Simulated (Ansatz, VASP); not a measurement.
# SiF: VASP beside Ansatz

```
Si F
1.0
     1.33860    0.77284    3.89831
    -1.33860    0.77284    3.89831
     0.00000   -1.54568    3.89831
Si F
1 1
Direct
  0.50000 0.50000 0.50000
  0.00000 0.00000 0.00000
```

Alike in both runs: task single point; functional PBEsol-based global hybrid with a share of 0.25 of exact exchange; k mesh 6 × 6 × 6; occupations fermi-dirac, width 0.05 eV; no spin polarisation.

```csv
,VASP,Ansatz
version,VASP 6.6.1,Ansatz 0.2.0
potentials or method,"VASP PAW PBE potentials, release 64 (Si, F)",Ansatz PAW
plane-wave cutoff (eV),520,420
valence electrons in the cell,11,11
```

Ansatz gave:

- gap on the k mesh at the Fermi level (eV): none
- pressure (GPa): -5.8
- traceless stress, the component that is largest in VASP (GPa): -1.16

Problem. Which values does VASP return?

Solution. gap on the k mesh at the Fermi level (eV): none; pressure (GPa): -6.0; traceless stress, the component that is largest in VASP (GPa): -1.13.

VASP's potentials were made for PBE, not for PBEsol-based global hybrid. A gap of «none» marks a metal or a gap that the smearing closes. With one functional, cell and mesh, what is left measures potentials, basis and numerics.

The k mesh is coarse, so the values compare programs but aren't converged.
